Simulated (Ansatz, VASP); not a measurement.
**ZnO in VASP and in Ansatz**

```
Zn O
1.0
     3.25479    0.00000    0.00000
    -1.62739    2.81873    0.00000
     0.00000    0.00000    5.25669
Zn O
2 2
Direct
  0.33333 0.66667 0.50008
  0.66667 0.33333 0.00008
  0.66667 0.33333 0.37893
  0.33333 0.66667 0.87893
```

Alike in both runs: functional PBE; dispersion D3(BJ); k mesh 12 × 12 × 6; occupations gaussian, width 0.02 eV; no spin polarisation.

Ansatz relaxed the structure, and its values are those at the end. VASP's run is a single point on that final structure, the one shown.

|  | VASP | Ansatz |
| --- | --- | --- |
| version | VASP 6.6.1 | Ansatz 0.2.0 |
| potentials or method | VASP PAW PBE potentials, release 64 (Zn, O), cutoff 520 eV | scalar-relativistic, plane waves, PAW |
| valence electrons in the cell | 36 | 36 |

```csv
,VASP,Ansatz,Ansatz less VASP
gap on the k mesh at the Fermi level (eV),0.76,0.78,+0.016
least direct gap on the mesh (eV),0.76,0.78,+0.016
pressure (GPa),1.0,0.0,-1.03
```
